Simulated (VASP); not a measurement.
# ScAl2 (R-3m) in VASP: further runs

ScAl2 is run at these levels: r2SCAN; tasks: single point.

Everything below comes from runs of VASP 6.6.1. Logs are shortened: lines on timing, memory, paths and dates and some standing lists are left out, and cuts for length are marked.

### 1 The cell of the first run

Symmetry: R-3m, No. 166, trigonal system. Conventional cell: a = 5.556 Å, b = 5.556 Å, c = 12.772 Å, α = 90.00°, β = 90.00°, γ = 120.00°. Sc (site symmetry 3m) has 12 Al at 3.10 to 3.25 Å and 4 Sc at 3.21 to 3.38 Å within 4.1 Å. Al (site symmetry 2/m) has 6 Al at 2.67 to 2.78 Å and 6 Sc at 3.10 to 3.21 Å within 3.5 Å. Al (site symmetry -3m) has 6 Al at 2.67 Å and 6 Sc at 3.25 Å within 3.5 Å.

### 2 Single point, r2SCAN (biaxial strain in the a-b plane: +4.0 %)

File POSCAR:

```
ScAl2
1.0
    0.0000000000      3.9287587923      3.9287587923
    3.9287587923      0.0000000000      3.9287587923
    3.7675789444      3.7675789444      0.1611798479
Sc Al
2 4
Direct
    0.4995158165      0.4995158165      0.5014525506
    0.7504841835      0.7504841835      0.7485474494
    0.1250000000      0.1250000000      0.1250000000
    0.6250000000      0.1250000000      0.1250000000
    0.1250000000      0.6250000000      0.1250000000
    0.1250000000      0.1250000000      0.6250000000
```

File INCAR.step1:

```
  PREC = Accurate
  ENCUT = 520
  ISMEAR = 0
  SIGMA = 0.1
  LREAL = False
  LASPH = True
  NELM = 60
  NBANDS = 26
  GGA = PE
  ALGO = Normal
  EDIFF = 1E-4
  LWAVE = True
  LCHARG = False
```

File INCAR.step2:

```
  PREC = Accurate
  ENCUT = 520
  EDIFF = 1E-7
  ISMEAR = 0
  SIGMA = 0.1
  LREAL = False
  LASPH = True
  NELM = 60
  ALGO = Normal
  ISIF = 2
  LWAVE = False
  LCHARG = True
  METAGGA = R2SCAN
  LMIXTAU = True
  LELF = True
  LVHAR = True
  NBANDS = 26
  ISTART = 1
```

File KPOINTS:

```
regular mesh
0
Gamma
  8 8 8
```

Potentials or basis: VASP PAW PBE potentials, release 64 (Sc_sv, Al).

The run is started by

```sh
$ cat potpaw_PBE.64/Sc_sv/POTCAR potpaw_PBE.64/Al/POTCAR > POTCAR
$ cp INCAR.step1 INCAR
$ mpirun -np 1 vasp_std > vasp.out
$ cp INCAR.step2 INCAR
$ mpirun -np 1 vasp_std > vasp.out
```

OUTCAR:

```text
PREC = Accurate
   ENCUT = 520
   EDIFF = 1E-7
   ISMEAR = 0
   LREAL = False
   LASPH = True
   NELM = 60
   ISIF = 2
   METAGGA = R2SCAN
   ISTART = 1

 ion  position               nearest neighbor table
   1  0.500  0.500  0.501-   4 3.10   5 3.10   3 3.10   2 3.21   5 3.21   4 3.21   3 3.21   3 3.21
                             5 3.21   4 3.21   6 3.25   6 3.25   6 3.25   2 3.38   2 3.38   2 3.38
   2  0.750  0.750  0.749-   4 3.10   5 3.10   3 3.10   1 3.21   4 3.21   5 3.21   3 3.21   3 3.21
                             5 3.21   4 3.21   6 3.25   6 3.25   6 3.25   1 3.38   1 3.38   1 3.38
   3  0.125  0.125  0.125-   6 2.67   6 2.67   4 2.78   5 2.78   5 2.78   4 2.78   1 3.10   2 3.10
                             1 3.21   2 3.21   1 3.21   2 3.21
   4  0.625  0.125  0.125-   6 2.67   6 2.67   5 2.78   3 2.78   5 2.78   3 2.78   1 3.10   2 3.10
                             2 3.21   1 3.21   1 3.21   2 3.21
   5  0.125  0.625  0.125-   6 2.67   6 2.67   3 2.78   4 2.78   3 2.78   4 2.78   1 3.10   2 3.10
                             1 3.21   2 3.21   1 3.21   2 3.21
   6  0.125  0.125  0.625-   3 2.67   3 2.67   4 2.67   5 2.67   5 2.67   4 2.67   1 3.25   2 3.25
                             1 3.25   2 3.25   1 3.25   2 3.25

  LATTYP: Found a trigonal (rhomboedric) cell.
 ALAT       =     5.3305985731
 COS(alpha) =     0.4568012342

  Lattice vectors:

 A1 = (   3.7675789444,  -0.1611798479,  -3.7675789444)
 A2 = (  -0.1611798479,   3.7675789444,  -3.7675789444)
 A3 = (   3.7675789444,   3.7675789444,   0.1611798479)

Analysis of symmetry for initial positions (statically):
=====================================================================
 Subroutine PRICEL returns:
 Original cell was already a primitive cell.

 Routine SETGRP: Setting up the symmetry group for a
 trigonal (rhombohedral) supercell.

 Subroutine GETGRP returns: Found 12 space group operations
 (whereof  6 operations were pure point group operations)
 out of a pool of 12 trial point group operations.

The static configuration has the point symmetry C_3v.
 The point group associated with its full space group is D_3d.

Analysis of symmetry for dynamics (positions and initial velocities):
=====================================================================
 Subroutine PRICEL returns:
 Original cell was already a primitive cell.

 Routine SETGRP: Setting up the symmetry group for a
 trigonal (rhombohedral) supercell.

 Subroutine GETGRP returns: Found 12 space group operations
 (whereof  6 operations were pure point group operations)
 out of a pool of 12 trial point group operations.

The dynamic configuration has the point symmetry C_3v.
 The point group associated with its full space group is D_3d.

 Subroutine INISYM returns: Found 12 space group operations
 (whereof  6 operations are pure point group operations),
 and found     1 'primitive' translations

----------------------------------------------------------------------------------------

                                     Primitive cell

  volume of cell :     113.8184

  direct lattice vectors                    reciprocal lattice vectors
     0.000000000  3.928758792  3.928758792    -0.130048442  0.124484873  0.130048442
     3.928758792  0.000000000  3.928758792     0.124484873 -0.130048442  0.130048442
     3.767578944  3.767578944  0.161179848     0.135612012  0.135612012 -0.135612012

  length of vectors
     5.556103967  5.556103967  5.330598573     0.222084845  0.222084845  0.234886895

  position of ions in fractional coordinates (direct lattice)
     0.499515817  0.499515817  0.501452551
     0.750484183  0.750484183  0.748547449
     0.125000000  0.125000000  0.125000000
     0.625000000  0.125000000  0.125000000
     0.125000000  0.625000000  0.125000000
     0.125000000  0.125000000  0.625000000

  ion indices of the primitive-cell ions
   primitive index   ion index
                 1           1
                 2           2
                 3           3
                 4           4
                 5           5
                 6           6

----------------------------------------------------------------------------------------

 KPOINTS: regular mesh

Automatic generation of k-mesh.
 Grid dimensions read from file:
 generate k-points for:    8    8    8

 Generating k-lattice:

  Cartesian coordinates                     Fractional coordinates (reciprocal lattice)
    -0.016256055  0.015560609  0.016256055     0.125000000  0.000000000  0.000000000
     0.015560609 -0.016256055  0.016256055     0.000000000  0.125000000  0.000000000
     0.016951502  0.016951502 -0.016951502     0.000000000  0.000000000  0.125000000

  Length of vectors
     0.027760606  0.027760606  0.029360862

  Shift w.r.t. Gamma in fractional coordinates (k-lattice)
     0.000000000  0.000000000  0.000000000

 Subroutine IBZKPT returns following result:
 ===========================================

 Found     65 irreducible k-points:

 Following reciprocal coordinates:
            Coordinates               Weight
  0.000000  0.000000  0.000000      1.000000
  0.125000  0.000000 -0.000000      6.000000
  0.250000  0.000000 -0.000000      6.000000
  0.375000  0.000000  0.000000      6.000000
  0.500000  0.000000 -0.000000      3.000000
  0.125000  0.125000  0.000000      6.000000
[... 16 lines left out ...]
  0.250000  0.000000  0.125000      6.000000
  0.375000  0.000000  0.125000      6.000000
 [... further k-points ...]
   k-points           NKPTS =     65   k-points in BZ     NKDIM =     65   number of bands    NBANDS=     26
   number of dos      NEDOS =    301   number of ions     NIONS =      6
   total plane-waves  NPLWV =  70560
   dimension x,y,z NGX =    42 NGY =   42 NGZ =   40
   dimension x,y,z NGXF=    84 NGYF=   84 NGZF=   80
   ions per type =               2   4
   NGX,Y,Z   is equivalent  to a cutoff of  12.57, 12.57, 12.47 a.u.
   NGXF,Y,Z  is equivalent  to a cutoff of  25.13, 25.13, 24.95 a.u.
 SYSTEM =  unknown system
   PREC   = accura    normal or accurate (medium, high low for compatibility)
   ISTART =      1    job   : 0-new  1-cont  2-samecut
   ICHARG =      0    charge: 1-file 2-atom 10-const
   ISPIN  =      1    spin polarized calculation?
   LNONCOLLINEAR =      F non collinear calculations
   LSORBIT =      F    spin-orbit coupling
   LASPH  =      T    aspherical Exc in radial PAW
   ENCUT  =  520.0 eV  38.22 Ry    6.18 a.u.  10.33 10.33  9.91*2*pi/ulx,y,z
   NELM   =     60;   NELMIN=  2; NELMDL=  0     # of ELM steps
   EDIFF  = 0.1E-06   stopping-criterion for ELM
   LREAL  =      F    real-space projection
   EDIFFG = 0.1E-05   stopping-criterion for IOM
   NSW    =      0    number of steps for IOM
   IBRION =     -1    ionic relax: 0-MD 1-quasi-New 2-CG
   NFREE  =      0    steps in history (QN), initial steepest desc. (CG)
   ISIF   =      2    stress and relaxation
   ISYM   =      2    0-nonsym 1-usesym 2-fastsym
   POTIM  = 0.5000    time-step for ionic-motion
   TEBEG  =    0.0;   TEEND  =   0.0 temperature during run
   PSTRESS=    0.0 pullay stress
   NELECT =      34.0000    total number of electrons
   NUPDOWN=      -1.0000    fix difference up-down
   EMIN   =  10.00;   EMAX   =-10.00  energy-range for DOS
   EFERMI =   0.00;   METHOD = LEGACY
   ISMEAR =     0;   SIGMA  =   0.10  broadening in eV -4-tet -1-fermi 0-gaus
   EFERMI_NEDOS =   21; number of points for ismear=-14 and -15
   IALGO  =     38    algorithm
   IMIX   =      4    mixing-type and parameters
     AMIX     =   0.40;   BMIX     =  1.00
     AMIX_MAG =   1.60;   BMIX_MAG =  1.00
  volume/ion in A,a.u.               =      18.97       128.01
  Fermi-wavevector in a.u.,A,eV,Ry     =   1.094369  2.068057 16.294916  1.197643
  Thomas-Fermi vector in A             =   2.230672
   LORBIT       =      0    0 simple, 1 ext, 2 COOP (PROOUT), +10 PAW based schemes
   METAGGA = R2SCAN    functional components
   LHFCALC =     F    Hartree Fock is set to
   AEXX    =    0.0000 exact exchange contribution
   IVDW    =     0    specifies the selected vdW correction
   LEPSILON=     F    determine dielectric tensor
   LRPA    =     F    only Hartree local field effects (RPA)
 non-spin polarized calculation
 Gauss-broadening in eV      SIGMA  =   0.10
  energy-cutoff  :      520.00
  volume of cell :      113.82
 maximum number of plane-waves:      3094
 NGX is ok and might be reduce to    42
   NGX = 21   NGY = 21   NGZ = 19

 number of electron      34.0000003 magnetization

 Free energy of the ion-electron system (eV)
  ---------------------------------------------------
  ext. energy  EPLUGINS =         0.00000000
  ---------------------------------------------------
  free energy    TOTEN  =       -52.70041015 eV

  energy without entropy =      -52.67829418  energy(sigma->0) =      -52.68935217

 E-fermi :   6.1234     XC(G=0): -10.7970

 val. band max:        6.1179292939   @ k =   0.3750   0.0000   0.1250
 cond. band min:       6.1260520627   @ k =   0.3750   0.1250   0.0000
 fundamental gap:      0.0081227688
 Fermi energy:         6.1233919657

 k-point     1 :       0.0000    0.0000    0.0000
  band No.  band energies     occupation
      1     -45.5700      2.00000
      2     -45.5367      2.00000
      3     -23.2765      2.00000
      4     -23.2560      2.00000
      5     -23.2559      2.00000
      6     -23.1789      2.00000
[... 18 lines left out ...]
     25       9.5878      0.00000
     26       9.6132      0.00000

 k-point     2 :       0.1250    0.0000   -0.0000
  band No.  band energies     occupation
      1     -45.5691      2.00000
      2     -45.5375      2.00000
      3     -23.2777      2.00000
      4     -23.2574      2.00000
      5     -23.2563      2.00000
      6     -23.1789      2.00000
[... 18 lines left out ...]
     25       9.3509      0.00000
     26       9.4233      0.00000

 k-point     3 :       0.2500    0.0000   -0.0000
  band No.  band energies     occupation
      1     -45.5670      2.00000
      2     -45.5397      2.00000
      3     -23.2806      2.00000
      4     -23.2608      2.00000
      5     -23.2570      2.00000
      6     -23.1790      2.00000
[... 18 lines left out ...]
     25       9.1514      0.00000
     26       9.3353      0.00000

 k-point     4 :       0.3750    0.0000    0.0000
  band No.  band energies     occupation
      1     -45.5644      2.00000
      2     -45.5423      2.00000
      3     -23.2833      2.00000
      4     -23.2639      2.00000
      5     -23.2578      2.00000
      6     -23.1792      2.00000
[... 18 lines left out ...]
     25       9.2215      0.00000
     26       9.2862      0.00000

 k-point     5 :       0.5000    0.0000   -0.0000
  band No.  band energies     occupation
      1     -45.5631      2.00000
      2     -45.5435      2.00000
      3     -23.2844      2.00000
      4     -23.2652      2.00000
      5     -23.2582      2.00000
      6     -23.1792      2.00000
[... 18 lines left out ...]
     25       9.1695      0.00000
     26       9.4267      0.00000

 k-point     6 :       0.1250    0.1250    0.0000
  band No.  band energies     occupation
      1     -45.5687      2.00000
      2     -45.5379      2.00000
      3     -23.2781      2.00000
      4     -23.2606      2.00000
      5     -23.2542      2.00000
      6     -23.1806      2.00000
[... 427 lines left out ...]
 k-point    21 :       0.5000    0.5000    0.0000
  band No.  band energies     occupation
      1     -45.5563      2.00000
      2     -45.5503      2.00000
      3     -23.2910      2.00000
      4     -23.2812      2.00000
      5     -23.2234      2.00000
      6     -23.2130      2.00000
[... 18 lines left out ...]
     25      10.1285      0.00000
     26      10.3473      0.00000

 k-point    22 :       0.0000    0.0000    0.1250
  band No.  band energies     occupation
      1     -45.5688      2.00000
      2     -45.5379      2.00000
      3     -23.2770      2.00000
      4     -23.2587      2.00000
      5     -23.2586      2.00000
      6     -23.1763      2.00000
[... 18 lines left out ...]
     25       9.3566      0.00000
     26       9.3616      0.00000

 k-point    23 :       0.2500    0.0000    0.1250
  band No.  band energies     occupation
      1     -45.5672      2.00000
      2     -45.5395      2.00000
      3     -23.2814      2.00000
      4     -23.2640      2.00000
      5     -23.2506      2.00000
      6     -23.1848      2.00000
[... 18 lines left out ...]
     25       9.1537      0.00000
     26       9.2857      0.00000

 k-point    24 :       0.3750    0.0000    0.1250
  band No.  band energies     occupation
      1     -45.5646      2.00000
      2     -45.5420      2.00000
      3     -23.2853      2.00000
      4     -23.2670      2.00000
      5     -23.2494      2.00000
      6     -23.1864      2.00000
[... 18 lines left out ...]
     25       9.2438      0.00000
     26       9.3060      0.00000

 [... further k-points ...]

------------------------ aborting loop because EDIFF is reached ----------------------------------------

  FORCE on cell =-STRESS in cart. coord.  units (eV):
  Direction    XX          YY          ZZ          XY          YZ          ZX
  --------------------------------------------------------------------------------------
  -------------------------------------------------------------------------------------
  Total       -2.9792588     -2.9792588     -2.9792588      1.9836185     -1.9836185     -1.9836185
  in kB      -41.9378582    -41.9378582    -41.9378582     27.9226193    -27.9226193    -27.9226193
  external PRESSURE =     -41.9378582 kB  Pullay stress =       0.0000000 kB

 VOLUME and BASIS-vectors are now :
 -----------------------------------------------------------------------------
  energy-cutoff  :      520.00
  volume of cell :      113.82
      direct lattice vectors                 reciprocal lattice vectors
     0.000000000  3.928758792  3.928758792    -0.130048442  0.124484873  0.130048442
     3.928758792  0.000000000  3.928758792     0.124484873 -0.130048442  0.130048442
     3.767578944  3.767578944  0.161179848     0.135612012  0.135612012 -0.135612012

 POSITION                                       TOTAL-FORCE (eV/Angst)
 -----------------------------------------------------------------------------------
      3.85174      3.85174      4.00578         0.017596      0.017596     -0.017596
      5.76868      5.76868      6.01759        -0.017596     -0.017596      0.017596
      0.96204      0.96204      1.00234         0.000000      0.000000     -0.000000
      0.96204      2.92642      2.96672         0.000000      0.000000     -0.000000
      2.92642      0.96204      2.96672         0.000000      0.000000     -0.000000
      2.84583      2.84583      1.08293         0.000000      0.000000     -0.000000
 -----------------------------------------------------------------------------------
    total drift:                               -0.000000     -0.000000     -0.000000

  FREE ENERGIE OF THE ION-ELECTRON SYSTEM (eV)
  ---------------------------------------------------
  free  energy   TOTEN  =       -52.7004101522 eV

  energy  without entropy=      -52.6782941785  energy(sigma->0) =      -52.68935217
```

Wall time 8.3 min (1 thread of AMD EPYC 9R45 (Zen 5), shared host); peak memory 0.35 GiB.

What came out:

```yaml
Free_energy: -52.7004 eV
Pressure: -4.2 GPa
Largest_force: 0.030 eV/Å
Band_gap_on_the_k_mesh: zero (bands 17 and 18 overlap by 2.38 eV)
```

Forces in eV/Å, atoms in the order of the input:
```
Sc   0.018  0.018 -0.018
Sc  -0.018 -0.018  0.018
Al   0.000  0.000  0.000
Al   0.000  0.000  0.000
Al   0.000  0.000  0.000
Al   0.000  0.000  0.000
```

Caveat: the cell differs from its parent crystal (biaxial strain in the a-b plane: +4.0 %); the cell stands under tension; the PAW data sets were made with another functional, which shifts forces and pressure a little.

(Part 1 of 2 ends here.)
